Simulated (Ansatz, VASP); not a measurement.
## TaS2 in VASP and in Ansatz

File INCAR:

```
SYSTEM = TaS2
  PREC = Accurate
  ENCUT = 500
  EDIFF = 1E-6
  ISMEAR = -1
  SIGMA = 0.03
  LREAL = .False.
  LASPH = .True.
  NELM = 120
  ALGO = Normal
  ISIF = 2
  LWAVE = .False.
  LCHARG = .False.
  GGA = PE
  NBANDS = 18
  GGA_COMPAT = .False.
```

KPOINTS

```
regular mesh
0
Gamma
  9 9 5
  0 0 0
```

The input POSCAR:

```
TaS2
1.0
    3.2495020570      0.0000000000      0.0000000000
   -1.6247510285      2.8141513310      0.0000000000
    0.0000000000      0.0000000000      5.8600000000
Ta S
1 2
Direct
    0.0000000000      0.0000000000      0.0000000000
    0.3333333333      0.6666666667      0.2500000000
    0.6666666667      0.3333333333      0.7500000000
```

Input for Ansatz:

```yaml
crystal:
  lattice:
    - [3.249502057, 0.0, 0.0]
    - [-1.6247510285, 2.814151331, 0.0]
    - [0.0, 0.0, 5.86]
  atoms:
    - { symbol: Ta, position: [0.0, 0.0, 0.0] }
    - { symbol: S, position: [0.3333333333, 0.6666666667, 0.25] }
    - { symbol: S, position: [0.6666666667, 0.3333333333, 0.75] }
kpoints:
  mp_grid: { grid: [9, 9, 5] }
  band_path:
    path:
      - [0.0, 0.0, 0.0]
      - [0.5, 0.0, 0.0]
      - [0.3333333333, 0.3333333333, 0.0]
      - [0.0, 0.0, 0.0]
      - [0.0, 0.0, 0.5]
      - [0.5, 0.0, 0.5]
      - [0.3333333333, 0.3333333333, 0.5]
      - [0.0, 0.0, 0.5]
      - [0.5, 0.0, 0.5]
    npoints: 5
scf:
  occupations: { method: fermi_dirac, width: 0.03 }
hamiltonian:
  xc: pbe
  pseudopotentials: { kind: all_electron, lapw: { basis_error: 0.001 } }
output:
  forces: true
  stress: true
  eigenvalues: true
```

Change from the starting cell: equal xx and yy strain of -3 %.

Alike in both runs: task single point; functional PBE; k mesh 9 × 9 × 5; occupations fermi-dirac, width 0.03 eV; no spin polarisation.

|  | VASP | Ansatz |
| --- | --- | --- |
| version | VASP 6.6.1 | Ansatz 0.2.0 |
| potentials or method | VASP PAW PBE potentials, release 64 (Ta_pv, S), cutoff 500 eV | all-electron LAPW, scalar-relativistic |

```csv
,VASP,Ansatz,Ansatz less VASP
pressure (GPa),20.1,20.0,-0.14
"traceless stress, the component that is largest in VASP (GPa)",1.56,1.50,-0.061
rms of the force components (eV/Å),1.040,1.028,-0.0128
```

Atom by atom the forces differ by 0.013 eV/Å (rms over components). Ansatz ran all-electron here, and VASP with PAW potentials.

Spin-orbit coupling is off throughout.
